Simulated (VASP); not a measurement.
In: single point with PBEsol

In:

```xyz
1
Lattice="2.3083 0.0000 0.0000 0.0000 2.3083 0.0000 0.0000 0.0000 2.3083" Properties=species:S:1:pos:R:3 pbc="T T T"
In    0.0000    0.0000    0.0000
```

This cell differs from its parent crystal: volume scaled by 0.45.

```json
{"Program": "VASP 6.6.1", "Task": "single point", "Functional": "PBEsol", "Potentials or basis": "VASP PAW PBE potentials, release 64 (In_d)", "Cutoff": "520 eV", "k mesh": "14 × 14 × 14", "Occupations": "fermi-dirac, width 0.05 eV", "Spin": "no spin polarisation"}
```

```
Pressure : 253.6 GPa
```

Levels at points of the mesh, in eV from the Fermi level:
```
           k point  band 4  band 5  band 6  band 7  band 8  band 9
(0.00, 0.00, 0.00)  -15.39  -15.39  -15.39   11.11   11.11   11.11
(0.50, 0.00, 0.00)  -16.82  -15.26   -8.95   -5.94   13.23   16.62
(0.50, 0.50, 0.00)  -16.58  -14.22   -2.74   -2.74    3.64    4.58
(0.50, 0.50, 0.50)  -14.13  -14.13    4.00    4.00    4.00    5.07
```

Wall time 12 s on 1 thread of Intel(R) Xeon(R) Platinum 8259CL CPU @ 2.50GHz (Skylake/Cascade Lake), with other jobs on the host, peak memory 0.13 GiB.

Caveat: the PAW data sets were made with another functional, which shifts forces and pressure a little; spin-orbit coupling is left out, which moves the levels of the heavy elements.
